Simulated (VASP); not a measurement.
Here is a VASP 6.6.1 calculation.

POSCAR

```
Cd
1.0
    0.0000000000      2.2171100098      2.2171100098
    2.2171100098      0.0000000000      2.2171100098
    2.2171100098      2.2171100098      0.0000000000
Cd
1
Direct
    0.0000000000      0.0000000000      0.0000000000
```

The input INCAR.step1:

```
SYSTEM = Cd
PREC = Accurate
ENCUT = 520
ISMEAR = 1
SIGMA = 0.1
LREAL = .FALSE.
LASPH = .TRUE.
NELM = 100
NBANDS = 12
GGA = PE
ALGO = Normal
EDIFF = 1E-4
LWAVE = .TRUE.
LCHARG = .FALSE.
```

Contents of INCAR.step2:

```
SYSTEM = Cd
PREC = Accurate
ENCUT = 520
EDIFF = 1E-6
ISMEAR = 1
SIGMA = 0.1
LREAL = .FALSE.
LASPH = .TRUE.
NELM = 100
ALGO = Normal
ISIF = 2
LWAVE = .FALSE.
LCHARG = .TRUE.
METAGGA = R2SCAN
LMIXTAU = .TRUE.
LELF = .TRUE.
LVHAR = .TRUE.
NBANDS = 12
ISTART = 1
```

File KPOINTS:

```
Automatic mesh
0
G
  9 9 9
  0 0 0
```

Potentials or basis: VASP PAW PBE potentials, release 64 (Cd).

Launch:

```bash
$ cat potpaw_PBE.64/Cd/POTCAR > POTCAR
$ cp INCAR.step1 INCAR
$ mpirun -np 1 vasp_std > vasp.out
$ cp INCAR.step2 INCAR
$ mpirun -np 1 vasp_std > vasp.out
```

Q: Estimate the pressure.

A: 0.3 GPa.

Q: What does it give for the band gap on the k mesh?

A: Zero (band 6 reaches 3.53 eV, above the bottom of band 7 at 1.92 eV).

Caveat: the PAW data sets were made with another functional, which shifts forces and pressure a little.
